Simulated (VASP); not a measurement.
# Al2Ru (P4/mmm) in VASP: single point with r2SCAN

Aim: the single point of Al2Ru with r2SCAN.

Program: VASP 6.6.1. These are calculated values, not measurements. Logs are shortened: lines on timing, memory, paths and dates and some standing lists are left out, and cuts for length are marked.

### Step 1. The cell of the first run

The structure is tetragonal, space group P4/mmm (No. 123). Conventional cell: a = 4.194 Å, b = 4.194 Å, c = 2.842 Å, α = 90.00°, β = 90.00°, γ = 90.00°. Within 3.3 Å of Al (site symmetry mmm) lie 4 Ru at 2.53 Å and 6 Al at 2.84 to 2.97 Å. Ru (site symmetry 4/mmm) has 8 Al at 2.53 Å and 2 Ru at 2.84 Å within 3.3 Å.

### Step 2. Single point, r2SCAN

POSCAR reads:

```
Al2Ru
1.0
    4.1937890415      0.0000000000      0.0000000000
    0.0000000000      4.1937890415      0.0000000000
    0.0000000000      0.0000000000      2.8417646809
Al Ru
2 1
Direct
    0.5000000000      0.0000000000      0.5000000000
    0.0000000000      0.5000000000      0.5000000000
    0.0000000000      0.0000000000      0.0000000000
```

INCAR.step1 reads:

```
ALGO = Normal ; EDIFF = 1E-4
ENCUT = 520 ; GGA = PE
ISMEAR = 0 ; LASPH = T
LCHARG = F ; LREAL = F
LWAVE = T ; NBANDS = 17
NELM = 80 ; PREC = Accurate
SIGMA = 0.1
```

INCAR.step2 reads:

```
ALGO = Normal ; EDIFF = 1E-7
ENCUT = 520 ; ISIF = 2
ISMEAR = 0 ; ISTART = 1
LASPH = T ; LCHARG = F
LMIXTAU = T ; LREAL = F
LWAVE = F ; METAGGA = R2SCAN
NBANDS = 17 ; NELM = 80
PREC = Accurate ; SIGMA = 0.1
```

KPOINTS reads:

```
k-points
0
Gamma
  12 12 16
```

Potentials or basis: VASP PAW PBE potentials, release 64 (Al, Ru_pv).

Started as:

```sh
$ cat potpaw_PBE.64/Al/POTCAR potpaw_PBE.64/Ru_pv/POTCAR > POTCAR
$ cp INCAR.step1 INCAR
$ mpirun -np 1 vasp_std > vasp.out
$ cp INCAR.step2 INCAR
$ mpirun -np 1 vasp_std > vasp.out
```

OUTCAR:

```text
EDIFF = 1E-7
   ENCUT = 520
   ISIF = 2
   ISMEAR = 0
   ISTART = 1
   LASPH = T
   LREAL = F
   METAGGA = R2SCAN
   NELM = 80
   PREC = Accurate

 ion  position               nearest neighbor table
   1  0.500  0.000  0.500-   3 2.53   3 2.53   3 2.53   3 2.53   2 2.97   2 2.97   2 2.97   2 2.97

   2  0.000  0.500  0.500-   3 2.53   3 2.53   3 2.53   3 2.53   1 2.97   1 2.97   1 2.97   1 2.97

   3  0.000  0.000  0.000-   1 2.53   2 2.53   1 2.53   2 2.53   2 2.53   2 2.53   1 2.53   1 2.53

  LATTYP: Found a simple tetragonal cell.
 ALAT       =     4.1937890415
 C/A-ratio  =     0.6776126917

  Lattice vectors:

 A1 = (   4.1937890415,   0.0000000000,   0.0000000000)
 A2 = (   0.0000000000,   4.1937890415,   0.0000000000)
 A3 = (   0.0000000000,   0.0000000000,   2.8417646809)

Analysis of symmetry for initial positions (statically):
=====================================================================
 Subroutine PRICEL returns:
 Original cell was already a primitive cell.

 Routine SETGRP: Setting up the symmetry group for a
 simple tetragonal supercell.

 Subroutine GETGRP returns: Found 16 space group operations
 (whereof 16 operations were pure point group operations)
 out of a pool of 16 trial point group operations.

The static configuration has the point symmetry D_4h.

Analysis of symmetry for dynamics (positions and initial velocities):
=====================================================================
 Subroutine PRICEL returns:
 Original cell was already a primitive cell.

 Routine SETGRP: Setting up the symmetry group for a
 simple tetragonal supercell.

 Subroutine GETGRP returns: Found 16 space group operations
 (whereof 16 operations were pure point group operations)
 out of a pool of 16 trial point group operations.

The dynamic configuration has the point symmetry D_4h.

 Subroutine INISYM returns: Found 16 space group operations
 (whereof 16 operations are pure point group operations),
 and found     1 'primitive' translations

----------------------------------------------------------------------------------------

                                     Primitive cell

  volume of cell :      49.9806

  direct lattice vectors                    reciprocal lattice vectors
     4.193789041  0.000000000  0.000000000     0.238447855  0.000000000  0.000000000
     0.000000000  4.193789041  0.000000000     0.000000000  0.238447855  0.000000000
     0.000000000  0.000000000  2.841764681     0.000000000  0.000000000  0.351894021

  length of vectors
     4.193789041  4.193789041  2.841764681     0.238447855  0.238447855  0.351894021

  position of ions in fractional coordinates (direct lattice)
     0.500000000  0.000000000  0.500000000
     0.000000000  0.500000000  0.500000000
     0.000000000  0.000000000  0.000000000

  ion indices of the primitive-cell ions
   primitive index   ion index
                 1           1
                 2           2
                 3           3

----------------------------------------------------------------------------------------

 KPOINTS: k-points

Automatic generation of k-mesh.
 Grid dimensions read from file:
 generate k-points for:   12   12   16

 Generating k-lattice:

  Cartesian coordinates                     Fractional coordinates (reciprocal lattice)
     0.019870655  0.000000000  0.000000000     0.083333333  0.000000000  0.000000000
     0.000000000  0.019870655  0.000000000     0.000000000  0.083333333  0.000000000
     0.000000000  0.000000000  0.021993376     0.000000000  0.000000000  0.062500000

  Length of vectors
     0.019870655  0.019870655  0.021993376

  Shift w.r.t. Gamma in fractional coordinates (k-lattice)
     0.000000000  0.000000000  0.000000000

 Subroutine IBZKPT returns following result:
 ===========================================

 Found    252 irreducible k-points:

 Following reciprocal coordinates:
            Coordinates               Weight
  0.000000  0.000000  0.000000      1.000000
  0.083333  0.000000  0.000000      4.000000
  0.166667  0.000000  0.000000      4.000000
  0.250000  0.000000  0.000000      4.000000
  0.333333  0.000000  0.000000      4.000000
  0.416667  0.000000  0.000000      4.000000
[... 16 lines left out ...]
  0.333333  0.333333  0.000000      4.000000
  0.416667  0.333333  0.000000      8.000000
 [... further k-points ...]
   k-points           NKPTS =    252   k-points in BZ     NKDIM =    252   number of bands    NBANDS=     17
   number of dos      NEDOS =    301   number of ions     NIONS =      3
   total plane-waves  NPLWV =  24576
   dimension x,y,z NGX =    32 NGY =   32 NGZ =   24
   dimension x,y,z NGXF=    64 NGYF=   64 NGZF=   48
   ions per type =               2   1
   NGX,Y,Z   is equivalent  to a cutoff of  12.69, 12.69, 14.04 a.u.
   NGXF,Y,Z  is equivalent  to a cutoff of  25.37, 25.37, 28.08 a.u.
 SYSTEM =  unknown system
   PREC   = accura    normal or accurate (medium, high low for compatibility)
   ISTART =      1    job   : 0-new  1-cont  2-samecut
   ICHARG =      0    charge: 1-file 2-atom 10-const
   ISPIN  =      1    spin polarized calculation?
   LNONCOLLINEAR =      F non collinear calculations
   LSORBIT =      F    spin-orbit coupling
   LASPH  =      T    aspherical Exc in radial PAW
   ENCUT  =  520.0 eV  38.22 Ry    6.18 a.u.   7.80  7.80  5.28*2*pi/ulx,y,z
   NELM   =     80;   NELMIN=  2; NELMDL=  0     # of ELM steps
   EDIFF  = 0.1E-06   stopping-criterion for ELM
   LREAL  =      F    real-space projection
   EDIFFG = 0.1E-05   stopping-criterion for IOM
   NSW    =      0    number of steps for IOM
   IBRION =     -1    ionic relax: 0-MD 1-quasi-New 2-CG
   NFREE  =      0    steps in history (QN), initial steepest desc. (CG)
   ISIF   =      2    stress and relaxation
   ISYM   =      2    0-nonsym 1-usesym 2-fastsym
   POTIM  = 0.5000    time-step for ionic-motion
   TEBEG  =    0.0;   TEEND  =   0.0 temperature during run
   PSTRESS=    0.0 pullay stress
   NELECT =      20.0000    total number of electrons
   NUPDOWN=      -1.0000    fix difference up-down
   EMIN   =  10.00;   EMAX   =-10.00  energy-range for DOS
   EFERMI =   0.00;   METHOD = LEGACY
   ISMEAR =     0;   SIGMA  =   0.10  broadening in eV -4-tet -1-fermi 0-gaus
   EFERMI_NEDOS =   21; number of points for ismear=-14 and -15
   IALGO  =     38    algorithm
   IMIX   =      4    mixing-type and parameters
     AMIX     =   0.40;   BMIX     =  1.00
     AMIX_MAG =   1.60;   BMIX_MAG =  1.00
  volume/ion in A,a.u.               =      16.66       112.43
  Fermi-wavevector in a.u.,A,eV,Ry     =   1.206381  2.279729 19.801301  1.455355
  Thomas-Fermi vector in A             =   2.342050
   LORBIT       =      0    0 simple, 1 ext, 2 COOP (PROOUT), +10 PAW based schemes
   METAGGA = R2SCAN    functional components
   LHFCALC =     F    Hartree Fock is set to
   AEXX    =    0.0000 exact exchange contribution
   IVDW    =     0    specifies the selected vdW correction
   LEPSILON=     F    determine dielectric tensor
   LRPA    =     F    only Hartree local field effects (RPA)
 non-spin polarized calculation
 Gauss-broadening in eV      SIGMA  =   0.10
  energy-cutoff  :      520.00
  volume of cell :       49.98
 maximum number of plane-waves:      1371
 NGX is ok and might be reduce to    32
   NGX = 15   NGY = 15   NGZ = 11

 number of electron      19.9999994 magnetization

 Free energy of the ion-electron system (eV)
  ---------------------------------------------------
  ext. energy  EPLUGINS =         0.00000000
  ---------------------------------------------------
  free energy    TOTEN  =       -40.57528635 eV

  energy without entropy =      -40.56969265  energy(sigma->0) =      -40.57248950

 E-fermi :   8.0584     XC(G=0): -11.5373

 val. band max:        8.0581771191   @ k =   0.3333   0.0000   0.4375
 cond. band min:       8.0608638005   @ k =   0.5000   0.3333   0.2500
 fundamental gap:      0.0026866813
 Fermi energy:         8.0583554920

 k-point     1 :       0.0000    0.0000    0.0000
  band No.  band energies     occupation
      1     -35.4338      2.00000
      2     -35.4338      2.00000
      3     -35.2461      2.00000
      4      -1.9865      2.00000
      5       2.6693      2.00000
      6       4.1035      2.00000
[... 9 lines left out ...]
     16      16.3426      0.00000
     17      18.1848      0.00000

 k-point     2 :       0.0833    0.0000    0.0000
  band No.  band energies     occupation
      1     -35.4343      2.00000
      2     -35.4338      2.00000
      3     -35.2461      2.00000
      4      -1.9215      2.00000
      5       2.6406      2.00000
      6       4.0738      2.00000
[... 9 lines left out ...]
     16      16.4220      0.00000
     17      18.2031      0.00000

 k-point     3 :       0.1667    0.0000    0.0000
  band No.  band energies     occupation
      1     -35.4356      2.00000
      2     -35.4338      2.00000
      3     -35.2462      2.00000
      4      -1.7290      2.00000
      5       2.5170      2.00000
      6       3.9934      2.00000
[... 9 lines left out ...]
     16      16.6515      0.00000
     17      18.4087      0.00000

 k-point     4 :       0.2500    0.0000    0.0000
  band No.  band energies     occupation
      1     -35.4374      2.00000
      2     -35.4337      2.00000
      3     -35.2462      2.00000
      4      -1.4180      2.00000
      5       2.2147      2.00000
      6       3.9118      2.00000
[... 9 lines left out ...]
     16      17.0042      0.00000
     17      18.1868      0.00000
[... 343 lines left out ...]
      1     -35.4408      2.00000
      2     -35.4371      2.00000
      3     -35.2464      2.00000
      4       0.3695      2.00000
      5       1.2461      2.00000
      6       3.6011      2.00000
[... 9 lines left out ...]
     16      18.1834      0.00000
     17      18.9145      0.00000

 k-point    23 :       0.3333    0.3333    0.0000
  band No.  band energies     occupation
      1     -35.4389      2.00000
      2     -35.4389      2.00000
      3     -35.2464      2.00000
      4       0.0071      2.00000
      5       2.2344      2.00000
      6       2.8802      2.00000
[... 9 lines left out ...]
     16      17.5196      0.00000
     17      18.1845      0.00000

 k-point    24 :       0.4167    0.3333    0.0000
  band No.  band energies     occupation
      1     -35.4402      2.00000
      2     -35.4389      2.00000
      3     -35.2464      2.00000
      4       0.5025      2.00000
      5       1.8949      2.00000
      6       2.9794      2.00000
[... 9 lines left out ...]
     16      18.1829      0.00000
     17      18.5694      0.00000

 [... further k-points ...]
[... 5 lines left out ...]
  --------------------------------------------------------------------------------------
  -------------------------------------------------------------------------------------
  Total       -0.0278072     -0.0278072      0.0246794      0.0000000      0.0000000     -0.0000000
  in kB       -0.8913881     -0.8913881      0.7911225      0.0000000      0.0000000     -0.0000000
  external PRESSURE =      -0.3305512 kB  Pullay stress =       0.0000000 kB

 VOLUME and BASIS-vectors are now :
 -----------------------------------------------------------------------------
  energy-cutoff  :      520.00
  volume of cell :       49.98
      direct lattice vectors                 reciprocal lattice vectors
     4.193789041  0.000000000  0.000000000     0.238447855  0.000000000  0.000000000
     0.000000000  4.193789041  0.000000000     0.000000000  0.238447855  0.000000000
     0.000000000  0.000000000  2.841764681     0.000000000  0.000000000  0.351894021

 POSITION                                       TOTAL-FORCE (eV/Angst)
 -----------------------------------------------------------------------------------
      2.09689      0.00000      1.42088         0.000000      0.000000      0.000000
      0.00000      2.09689      1.42088         0.000000      0.000000      0.000000
      0.00000      0.00000      0.00000         0.000000      0.000000      0.000000
 -----------------------------------------------------------------------------------
    total drift:                                0.000000      0.000000      0.000000

  FREE ENERGIE OF THE ION-ELECTRON SYSTEM (eV)
  ---------------------------------------------------
  free  energy   TOTEN  =       -40.5752863450 eV

  energy  without entropy=      -40.5696926484  energy(sigma->0) =      -40.57248950
```

Run time: 5.9 min. Hardware: 1 thread of AMD EPYC 9R45 (Zen 5), shared host; peak memory 0.3 GiB.

What came out:

| Quantity | Value |
| --- | --- |
| Free energy | -40.5753 eV |
| Pressure | 0.0 GPa |
| Band gap on the k mesh | zero (band 10 reaches 10.63 eV, above the bottom of band 11 at 6.69 eV) |

Caveat: the PAW data sets were made with another functional, which shifts forces and pressure a little.
